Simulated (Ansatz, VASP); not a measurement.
**Two plane-wave programs on Sr2MnF4**

POSCAR

```
Sr2MnF4
1.0
    0.0000000000      4.0760843300      0.0000000000
    4.0760843300      0.0000000000      0.0000000000
    2.0380426700      2.0380426700     -6.3256546300
F Sr Mn
4 2 1
Direct
    0.1530000000      0.1530000000      0.6940000000
    0.8470000000      0.8470000000      0.3060000000
    0.0000000000      0.5000000000      0.0000000000
    0.5000000000      0.0000000000      0.0000000000
    0.3530000000      0.3530000000      0.2940000000
    0.6470000000      0.6470000000      0.7060000000
    0.0000000000      0.0000000000      0.0000000000
```

File INCAR.step1:

```
SYSTEM = Sr2MnF4
PREC     = Accurate       ! precision mode
ENCUT    = 520            ! plane-wave cutoff, eV
ISMEAR   = -1             ! smearing method
SIGMA    = 0.1            ! smearing width, eV
LREAL    = .FALSE.        ! projectors in reciprocal space
LASPH    = .TRUE.         ! aspherical terms in the spheres
NELM     = 150            ! most SCF steps
LMAXMIX  = 4              ! l up to which the mixer works
LDAU     = .TRUE.         ! DFT+U
LDAUTYPE = 1            
LDAUL    = -1 -1 2        ! shell
LDAUU    = 0 0 2.89       ! U, eV
LDAUJ    = 0 0 0.41     
NBANDS   = 40             ! bands
GGA      = PE             ! functional
ALGO     = Normal         ! electronic algorithm
EDIFF    = 1E-4           ! SCF threshold, eV
LWAVE    = .TRUE.         ! write WAVECAR
LCHARG   = .FALSE.        ! write CHGCAR
```

INCAR.step2

```
SYSTEM = Sr2MnF4
PREC     = Accurate       ! precision mode
ENCUT    = 520            ! plane-wave cutoff, eV
EDIFF    = 1E-6           ! SCF threshold, eV
ISMEAR   = -1             ! smearing method
SIGMA    = 0.1            ! smearing width, eV
LREAL    = .FALSE.        ! projectors in reciprocal space
LASPH    = .TRUE.         ! aspherical terms in the spheres
NELM     = 150            ! most SCF steps
ALGO     = Normal         ! electronic algorithm
ISIF     = 2              ! what is computed and relaxed
LWAVE    = .FALSE.        ! write WAVECAR
LCHARG   = .FALSE.        ! write CHGCAR
LMAXMIX  = 4              ! l up to which the mixer works
LDAU     = .TRUE.         ! DFT+U
LDAUTYPE = 1            
LDAUL    = -1 -1 2        ! shell
LDAUU    = 0 0 2.89       ! U, eV
LDAUJ    = 0 0 0.41     
LDAUPRINT= 1            
METAGGA  = R2SCAN         ! meta-GGA
LMIXTAU  = .TRUE.       
NBANDS   = 40             ! bands
ISTART   = 1
```

Contents of KPOINTS:

```
regular mesh
0
G
  5 5 5
  0 0 0
```

Input for Ansatz:

```yaml
crystal:
  lattice:
    - [0.0, 4.07608433, 0.0]
    - [4.07608433, 0.0, 0.0]
    - [2.03804267, 2.03804267, -6.32565463]
  atoms:
    - { symbol: F, position: [0.153, 0.153, 0.694] }
    - { symbol: F, position: [0.847, 0.847, 0.306] }
    - { symbol: Sr, position: [0.353, 0.353, 0.294] }
    - { symbol: Sr, position: [0.647, 0.647, 0.706] }
    - { symbol: F, position: [0.0, 0.5, 0.0] }
    - { symbol: F, position: [0.5, 0.0, 0.0] }
    - { symbol: Mn, position: [0.0, 0.0, 0.0] }
kpoints:
  mp_grid: { grid: [5, 5, 5], shift: [0, 0, 0] }
magnetization:
  spin_polarized: false
scf:
  occupations: { method: fermi_dirac }
  lower_state_search: "off"
  max_iter: 200
hamiltonian:
  pseudopotentials: { kind: paw }
  xc: r2scan
  hubbard:
    projectors: all-electron-ortho-atomic
    sites: [{ species: Mn, l: d, u: 2.89, j: 0.41 }]
basis:
  ecutwfc: 500
  fft_grid_basis: typed
output:
  forces: true
  stress: true
  eigenvalues: true
  bader: true
  populations: true
  elf: true
  write_potential: true
  volumetric_format: npy
  dos:
    e_range: [-12, 8]
    de: 0.05
    projected: { site_lists: { F: [F], Mn: [Mn], Sr: [Sr] } }
checkpoint:
  read: saved_state
```

Alike in both runs: task single point; functional r2SCAN; k mesh 5 × 5 × 5; no spin polarisation; Hubbard terms Mn d U = 2.89 eV, J = 0.41 eV.

|  | VASP | Ansatz |
| --- | --- | --- |
| version | VASP 6.6.1 | Ansatz 0.2.0 |
| potentials or method | VASP PAW PBE potentials, release 64 (F, Sr_sv, Mn_pv), cutoff 520 eV | PAW plane waves |
| occupations | fermi-dirac, width 0.1 eV | fermi-dirac |
| valence electrons in the cell | 61 | 63 |

|  | VASP | Ansatz | Ansatz less VASP |
| --- | --- | --- | --- |
| pressure (GPa) | 5.1 | 4.7 | -0.40 |
| rms of the force components (eV/Å) | 0.580 | 0.607 | +0.0273 |

VASP's potentials were made for PBE, not for r2SCAN. The programs project onto different local orbitals, so the same U acts differently, and such runs can settle in different states. VASP's potentials hold 61 valence electrons a cell and Ansatz's 63, so a difference there can come from the potentials and not from the codes. Ansatz's warnings: filled band counts differ across k points, structure snapped to symmetry.
